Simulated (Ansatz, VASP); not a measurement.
BAs in VASP and in Ansatz

```
CELL_PARAMETERS angstrom
0.00000 2.38394 2.38394
2.38394 0.00000 2.38394
2.38394 2.38394 0.00000
ATOMIC_POSITIONS crystal
B 0.00000 0.00000 0.00000
As 0.75000 0.75000 0.75000
```

Alike in both runs: functional PBEsol; k mesh 10 × 10 × 10; no spin polarisation.

Ansatz relaxed the structure, and its values are those at the end. VASP's run is a single point on that final structure, the one shown.

|  | VASP | Ansatz |
| --- | --- | --- |
| version | VASP 6.6.1 | Ansatz 0.2.0 |
| potentials or method | VASP PAW PBE potentials, release 64 (B, As_d), cutoff 600 eV | scalar-relativistic, plane waves, PAW |
| occupations | gaussian, width 0.01 eV | fixed |
| valence electrons in the cell | 18 | 18 |

```csv
,VASP,Ansatz,Ansatz less VASP
gap on the k mesh at the Fermi level (eV),1.08,1.08,-0.001
least direct gap on the mesh (eV),3.25,3.25,-0.001
pressure (GPa),-0.2,0.0,+0.18
```

VASP's potentials were made for PBE, not for PBEsol.
